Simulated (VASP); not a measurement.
Input of a VASP 6.6.1 run:

Contents of INCAR:

```
SYSTEM = Sc
ALGO     = Normal         ! electronic algorithm
EDIFF    = 1E-6           ! SCF threshold, eV
ENCUT    = 500            ! plane-wave cutoff, eV
GGA      = PE             ! functional
GGA_COMPAT= .False.      
ISIF     = 2              ! what is computed and relaxed
ISMEAR   = 0              ! smearing method
LASPH    = .True.         ! aspherical terms in the spheres
LCHARG   = .False.        ! write CHGCAR
LREAL    = .False.        ! projectors in reciprocal space
LWAVE    = .False.        ! write WAVECAR
NBANDS   = 12             ! bands
NELM     = 120            ! most SCF steps
PREC     = Accurate       ! precision mode
SIGMA    = 0.1            ! smearing width, eV
```

The input KPOINTS:

```
k-points
0
Gamma
  14 14 14
  0 0 0
```

Contents of POSCAR:

```
Sc
1.0
    0.0000000000      2.3185210750      2.2844635750
    2.2844635750      0.0000000000      2.2844635750
    2.2844635750      2.3185210750      0.0000000000
Sc
1
Direct
    0.0000000000      0.0000000000      0.0000000000
```

Potentials or basis: VASP PAW PBE potentials, release 64 (Sc_sv).

Run with:

```sh
$ cat potpaw_PBE.64/Sc_sv/POTCAR > POTCAR
$ mpirun -np 1 vasp_std > vasp.out
```

What does it give for the band gap on the k mesh?

Zero (an odd number of electrons rules out a gap without spin polarisation).

Predict the pressure.

1.0 GPa.

Stress tensor (GPa, compression positive):
```
1.12 0.00 0.00
0.00 0.68 0.00
0.00 0.00 1.12
```

Caveat: the cell differs from its parent crystal (strained).
